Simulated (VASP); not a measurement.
A run of VASP 6.6.1 is set up as follows.

Contents of INCAR:

```
SYSTEM = AlN
ALGO = Normal ; EDIFF = 1E-6
ENCUT = 520 ; GGA = PE
ISIF = 2 ; ISMEAR = 0
LASPH = .TRUE. ; LCHARG = .FALSE.
LREAL = .FALSE. ; LWAVE = .FALSE.
NBANDS = 11 ; NELM = 60
PREC = Accurate ; SIGMA = 0.05
```

The input KPOINTS:

```
k-points
0
G
  10 10 10
  0 0 0
```

POSCAR

```
AlN
1.0
    0.1229679574      2.0707180744      2.0707180744
    2.0707180744      0.1229679574      2.0707180744
    2.0707180744      2.0707180744      0.1229679574
Al N
1 1
Direct
    0.5000000000      0.5000000000      0.5000000000
    0.0000000000      0.0000000000      0.0000000000
```

Potentials or basis: VASP PAW PBE potentials, release 64 (Al, N).

Run with:

```sh
$ cat potpaw_PBE.64/Al/POTCAR potpaw_PBE.64/N/POTCAR > POTCAR
$ mpirun -np 1 vasp_std > vasp.out
```

(1) What does it give for the pressure?

(2) What does it give for the band gap on the k mesh?

Results:

(1) 11.7 GPa.

(2) 3.53 eV, indirect (least direct gap 4.92 eV).
